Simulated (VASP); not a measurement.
# NaCl (F-43m) in VASP: a series of runs, part 2 of 2

VASP 6.6.1.

### 3 Single point, PBE (volume changed by +10%)

INCAR reads:

```
SYSTEM = NaCl
PREC     = Accurate       ! precision mode
ENCUT    = 520            ! plane-wave cutoff, eV
EDIFF    = 1E-6           ! SCF threshold, eV
ISMEAR   = 0              ! smearing method
SIGMA    = 0.01           ! smearing width, eV
LREAL    = .False.        ! projectors in reciprocal space
LASPH    = .True.         ! aspherical terms in the spheres
NELM     = 60             ! most SCF steps
ALGO     = Normal         ! electronic algorithm
ISIF     = 2              ! what is computed and relaxed
LWAVE    = .False.        ! write WAVECAR
LCHARG   = .False.        ! write CHGCAR
GGA      = PE             ! functional
NBANDS   = 14             ! bands
```

KPOINTS reads:

```
regular mesh
0
Gamma
  4 4 4
  0 0 0
```

POSCAR reads:

```
NaCl
1.0
    0.0000000000      3.1869303200      3.1869303200
    3.1869303200      0.0000000000      3.1869303200
    3.1869303200      3.1869303200      0.0000000000
Na Cl
1 1
Direct
    0.0000000000      0.0000000000      0.0000000000
    0.2500000000      0.2500000000      0.2500000000
```

Potentials or basis: VASP PAW PBE potentials, release 64 (Na_pv, Cl).

Started as:

```console
cat potpaw_PBE.64/Na_pv/POTCAR potpaw_PBE.64/Cl/POTCAR > POTCAR
mpirun -np 1 vasp_std > vasp.out
```

OUTCAR:

```text
SYSTEM = NaCl
   PREC = Accurate
   ENCUT = 520
   EDIFF = 1E-6
   ISMEAR = 0
   LREAL = .False.
   LASPH = .True.
   NELM = 60
   ISIF = 2
   GGA = PE

 ion  position               nearest neighbor table
   1  0.000  0.000  0.000-
   2  0.250  0.250  0.250-

  LATTYP: Found a face centered cubic cell.
 ALAT       =     6.3738606400

  Lattice vectors:

 A1 = (   0.0000000000,   3.1869303200,   3.1869303200)
 A2 = (   3.1869303200,   0.0000000000,   3.1869303200)
 A3 = (   3.1869303200,   3.1869303200,   0.0000000000)

Analysis of symmetry for initial positions (statically):
=====================================================================
 Subroutine PRICEL returns:
 Original cell was already a primitive cell.

 Routine SETGRP: Setting up the symmetry group for a
 face centered cubic supercell.

 Subroutine GETGRP returns: Found 24 space group operations
 (whereof 24 operations were pure point group operations)
 out of a pool of 48 trial point group operations.

The static configuration has the point symmetry T_d .

Analysis of symmetry for dynamics (positions and initial velocities):
=====================================================================
 Subroutine PRICEL returns:
 Original cell was already a primitive cell.

 Routine SETGRP: Setting up the symmetry group for a
 face centered cubic supercell.

 Subroutine GETGRP returns: Found 24 space group operations
 (whereof 24 operations were pure point group operations)
 out of a pool of 48 trial point group operations.

The dynamic configuration has the point symmetry T_d .

 Subroutine INISYM returns: Found 24 space group operations
 (whereof 24 operations are pure point group operations),
 and found     1 'primitive' translations

----------------------------------------------------------------------------------------

                                     Primitive cell

  volume of cell :      64.7363

  direct lattice vectors                    reciprocal lattice vectors
     0.000000000  3.186930320  3.186930320    -0.156890785  0.156890785  0.156890785
     3.186930320  0.000000000  3.186930320     0.156890785 -0.156890785  0.156890785
     3.186930320  3.186930320  0.000000000     0.156890785  0.156890785 -0.156890785

  length of vectors
     4.507000081  4.507000081  4.507000081     0.271742811  0.271742811  0.271742811

  position of ions in fractional coordinates (direct lattice)
     0.000000000  0.000000000  0.000000000
     0.250000000  0.250000000  0.250000000

  ion indices of the primitive-cell ions
   primitive index   ion index
                 1           1
                 2           2

----------------------------------------------------------------------------------------

 KPOINTS: regular mesh

Automatic generation of k-mesh.
 Grid dimensions read from file:
 generate k-points for:    4    4    4

 Generating k-lattice:

  Cartesian coordinates                     Fractional coordinates (reciprocal lattice)
    -0.039222696  0.039222696  0.039222696     0.250000000  0.000000000  0.000000000
     0.039222696 -0.039222696  0.039222696     0.000000000  0.250000000  0.000000000
     0.039222696  0.039222696 -0.039222696     0.000000000  0.000000000  0.250000000

  Length of vectors
     0.067935703  0.067935703  0.067935703

  Shift w.r.t. Gamma in fractional coordinates (k-lattice)
     0.000000000  0.000000000  0.000000000

 Subroutine IBZKPT returns following result:
 ===========================================

 Found      8 irreducible k-points:

 Following reciprocal coordinates:
            Coordinates               Weight
  0.000000  0.000000  0.000000      1.000000
  0.250000  0.000000  0.000000      8.000000
  0.500000  0.000000  0.000000      4.000000
  0.250000  0.250000  0.000000      6.000000
  0.500000  0.250000  0.000000     24.000000
 -0.250000  0.250000  0.000000     12.000000
  0.500000  0.500000  0.000000      3.000000
 -0.250000  0.500000  0.250000      6.000000
   k-points           NKPTS =      8   k-points in BZ     NKDIM =      8   number of bands    NBANDS=     14
   number of dos      NEDOS =    301   number of ions     NIONS =      2
   total plane-waves  NPLWV =  46656
   dimension x,y,z NGX =    36 NGY =   36 NGZ =   36
   dimension x,y,z NGXF=    72 NGYF=   72 NGZF=   72
   ions per type =               1   1
   NGX,Y,Z   is equivalent  to a cutoff of  13.28, 13.28, 13.28 a.u.
   NGXF,Y,Z  is equivalent  to a cutoff of  26.56, 26.56, 26.56 a.u.
 SYSTEM =  NaCl
   PREC   = accura    normal or accurate (medium, high low for compatibility)
   ISTART =      0    job   : 0-new  1-cont  2-samecut
   ICHARG =      2    charge: 1-file 2-atom 10-const
   ISPIN  =      1    spin polarized calculation?
   LNONCOLLINEAR =      F non collinear calculations
   LSORBIT =      F    spin-orbit coupling
   LASPH  =      T    aspherical Exc in radial PAW
   ENCUT  =  520.0 eV  38.22 Ry    6.18 a.u.   8.38  8.38  8.38*2*pi/ulx,y,z
   NELM   =     60;   NELMIN=  2; NELMDL= -5     # of ELM steps
   EDIFF  = 0.1E-05   stopping-criterion for ELM
   LREAL  =      F    real-space projection
   EDIFFG = 0.1E-04   stopping-criterion for IOM
   NSW    =      0    number of steps for IOM
   IBRION =     -1    ionic relax: 0-MD 1-quasi-New 2-CG
   NFREE  =      0    steps in history (QN), initial steepest desc. (CG)
   ISIF   =      2    stress and relaxation
   ISYM   =      2    0-nonsym 1-usesym 2-fastsym
   POTIM  = 0.5000    time-step for ionic-motion
   TEBEG  =    0.0;   TEEND  =   0.0 temperature during run
   PSTRESS=    0.0 pullay stress
   NELECT =      14.0000    total number of electrons
   NUPDOWN=      -1.0000    fix difference up-down
   EMIN   =  10.00;   EMAX   =-10.00  energy-range for DOS
   EFERMI =   0.00;   METHOD = LEGACY
   ISMEAR =     0;   SIGMA  =   0.01  broadening in eV -4-tet -1-fermi 0-gaus
   EFERMI_NEDOS =   21; number of points for ismear=-14 and -15
   IALGO  =     38    algorithm
   IMIX   =      4    mixing-type and parameters
     AMIX     =   0.40;   BMIX     =  1.00
     AMIX_MAG =   1.60;   BMIX_MAG =  1.00
  volume/ion in A,a.u.               =      32.37       218.43
  Fermi-wavevector in a.u.,A,eV,Ry     =   0.982656  1.856951 13.137966  0.965613
  Thomas-Fermi vector in A             =   2.113755
   LORBIT       =      0    0 simple, 1 ext, 2 COOP (PROOUT), +10 PAW based schemes
   GGA     = PE    functional components
   LHFCALC =     F    Hartree Fock is set to
   AEXX    =    0.0000 exact exchange contribution
   IVDW    =     0    specifies the selected vdW correction
   LEPSILON=     F    determine dielectric tensor
   LRPA    =     F    only Hartree local field effects (RPA)
 non-spin polarized calculation
 Gauss-broadening in eV      SIGMA  =   0.01
  energy-cutoff  :      520.00
  volume of cell :       64.74
 maximum number of plane-waves:      1807
 NGX is ok and might be reduce to    36
   NGX = 17   NGY = 17   NGZ = 17

 number of electron      14.0000001 magnetization

 Free energy of the ion-electron system (eV)
  ---------------------------------------------------
  ext. energy  EPLUGINS =         0.00000000
  ---------------------------------------------------
  free energy    TOTEN  =        -6.63334357 eV

  energy without entropy =       -6.63334357  energy(sigma->0) =       -6.63334357

 E-fermi :  -2.6955     XC(G=0):  -6.5117

 val. band max:       -2.7405649603   @ k =   0.0000   0.0000   0.0000
 cond. band min:       1.9769770630   @ k =   0.0000   0.0000   0.0000
 fundamental gap:      4.7175420233
 Fermi energy:        -2.6954798327

 k-point     1 :       0.0000    0.0000    0.0000
  band No.  band energies     occupation
      1     -23.5925      2.00000
      2     -23.5925      2.00000
      3     -23.5925      2.00000
      4     -14.7627      2.00000
      5      -2.7406      2.00000
      6      -2.7406      2.00000
      7      -2.7406      2.00000
      8       1.9770      0.00000
      9       8.1732      0.00000
     10       8.1732      0.00000
     11       8.1732      0.00000
     12       9.9854      0.00000
     13       9.9854      0.00000
     14      12.0970      0.00000
[... 105 lines left out ...]
      1     -23.6007      2.00000
      2     -23.5960      2.00000
      3     -23.5949      2.00000
      4     -14.6222      2.00000
      5      -3.3343      2.00000
      6      -3.2691      2.00000
      7      -3.0386      2.00000
      8       4.9765      0.00000
      9       6.6004      0.00000
     10       6.7102      0.00000
     11       7.4437      0.00000
     12      10.7442      0.00000
     13      11.0937      0.00000
     14      11.8791      0.00000

------------------------ aborting loop because EDIFF is reached ----------------------------------------

  FORCE on cell =-STRESS in cart. coord.  units (eV):
  Direction    XX          YY          ZZ          XY          YZ          ZX
  --------------------------------------------------------------------------------------
  -------------------------------------------------------------------------------------
  Total       -0.3451662     -0.3451662     -0.3451662      0.0000000      0.0000000      0.0000000
  in kB       -8.5426204     -8.5426204     -8.5426204      0.0000000      0.0000000      0.0000000
  external PRESSURE =      -8.5426204 kB  Pullay stress =       0.0000000 kB

 VOLUME and BASIS-vectors are now :
 -----------------------------------------------------------------------------
  energy-cutoff  :      520.00
  volume of cell :       64.74
      direct lattice vectors                 reciprocal lattice vectors
     0.000000000  3.186930320  3.186930320    -0.156890785  0.156890785  0.156890785
     3.186930320  0.000000000  3.186930320     0.156890785 -0.156890785  0.156890785
     3.186930320  3.186930320  0.000000000     0.156890785  0.156890785 -0.156890785

 POSITION                                       TOTAL-FORCE (eV/Angst)
 -----------------------------------------------------------------------------------
      0.00000      0.00000      0.00000        -0.000000     -0.000000     -0.000000
      1.59347      1.59347      1.59347         0.000000      0.000000      0.000000
 -----------------------------------------------------------------------------------
    total drift:                                0.000001      0.000001      0.000001

  FREE ENERGIE OF THE ION-ELECTRON SYSTEM (eV)
  ---------------------------------------------------
  free  energy   TOTEN  =        -6.6333435692 eV

  energy  without entropy=       -6.6333435692  energy(sigma->0) =       -6.63334357
```

Run time: 14 s. Hardware: 1 thread of Intel Xeon Platinum 8488C (Sapphire Rapids), shared host; peak memory 0.19 GiB.

Results:

* Free energy: -6.6333 eV
* Pressure: -0.9 GPa
* Band gap on the k mesh: 4.72 eV, direct

Levels at points of the mesh, in eV from the valence-band top:
```
           k point  band 3  band 4  band 5  band 6  band 7  band 8  band 9  band 10  band 11  band 12
(0.00, 0.00, 0.00)  -20.85  -12.02    0.00    0.00    0.00    4.72   10.91    10.91    10.91    12.73
(0.50, 0.00, 0.00)  -20.85  -11.92   -0.91   -0.08   -0.08    7.27    8.48    10.42    10.42    13.73
(0.50, 0.50, 0.00)  -20.85  -11.88   -0.83   -0.26   -0.26    6.96    8.88     9.93    12.50    12.50
```

Caveat: the k points lie up to 0.43 Å⁻¹ apart.
